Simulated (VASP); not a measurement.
Runs of VASP 6.6.1 on CsH. The structure is that of space group I4/mmm (No. 139), or close to it. The cells are those of the table. 

| cell | gap on the mesh (eV) | pressure (GPa) |
| --- | --- | --- |
| a = 4.392, b = 4.392, c = 4.898 Å, angles 56.1, 56.1, 67.8°, 2 atoms | 1.57 | 0.5 |
| a = 4.417, b = 4.417, c = 4.759 Å, angles 57.4, 57.4, 65.2°, 2 atoms | (a) | -0.5 |
| a = 4.480, b = 4.480, c = 4.570 Å, angles 59.3, 59.3, 61.3°, 2 atoms | 1.93 | -1.2 |
| a = 4.919, b = 4.919, c = 4.017 Å, angles 65.9, 65.9, 48.2°, 2 atoms | 1.52 | 1.1 |
| a = 4.686, b = 4.686, c = 4.243 Å, angles 63.1, 63.1, 53.8°, 2 atoms | 1.80 | -0.5 |
| a = 5.021, b = 5.021, c = 3.939 Å, angles 66.9, 66.9, 46.2°, 2 atoms | 1.40 | 1.9 |
| a = 4.383, b = 4.383, c = 5.061 Å, angles 54.7, 54.7, 70.5°, 2 atoms | 1.15 | 2.4 |
| a = 4.454, b = 4.454, c = 4.636 Å, angles 58.6, 58.6, 62.7°, 2 atoms | 1.90 | -1.1 |
| a = 4.591, b = 4.591, c = 4.368 Å, angles 61.6, 61.6, 56.8°, 2 atoms | 1.90 | -1.0 |
| a = 4.389, b = 4.389, c = 5.205 Å, angles 53.6, 53.6, 72.7°, 2 atoms | 0.64 | (b) |
| a = 4.791, b = 4.791, c = 4.131 Å, angles 64.5, 64.5, 51.1°, 2 atoms | 1.68 | 0.2 |

Alike in all rows: task single point; level LDA; potentials or basis VASP PAW LDA potentials, release 64 (Cs_sv, H); no spin polarisation; k mesh 8 × 8 × 8; cutoff (eV) 520; smearing gaussian 0.05 eV.

Task: Estimate the missing entries.

Result: (a) 1.79; (b) 4.7.

Caveats: spin-orbit coupling is left out, which moves the levels of the heavy elements.

A k mesh can miss the band edges, and the runs leave out spin-orbit coupling on Cs.
